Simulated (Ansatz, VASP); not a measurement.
# ZnS: VASP beside Ansatz

```
Zn S
1.0
     3.81100    0.00000    0.00000
    -1.90550    3.30042    0.00000
     0.00000    0.00000    6.23400
Zn S
2 2
Direct
  0.32840 0.64504 0.99674
  0.68632 0.32696 0.50400
  0.33633 0.71011 0.38849
  0.67808 0.32681 0.88207
```

Alike in both runs: task single point; functional PBEsol; k mesh 6 × 6 × 2; no spin polarisation.

|  | VASP | Ansatz |
| --- | --- | --- |
| version | VASP 6.6.1 | Ansatz 0.2.0 |
| potentials or method | VASP PAW PBE potentials, release 64 (Zn, S), cutoff 520 eV | plane waves, PAW |
| occupations | gaussian, width 0.01 eV | fixed |
| valence electrons in the cell | 36 | 36 |

VASP gave:

* pressure (GPa): -0.1
* traceless stress, the component that is largest in VASP (GPa): 2.72
* rms of the force components (eV/Å): 0.653

**Question.** Estimate Ansatz's values.

**Answer.** Pressure (GPa): -0.3; traceless stress, the component that is largest in VASP (GPa): 2.70; rms of the force components (eV/Å): 0.650.

VASP's potentials were made for PBE, not for PBEsol. Atom by atom the forces differ by 0.004 eV/Å (rms over components). Ansatz's warnings: stress scf threshold loose.

The k mesh is coarse, so the values compare programs but aren't converged.
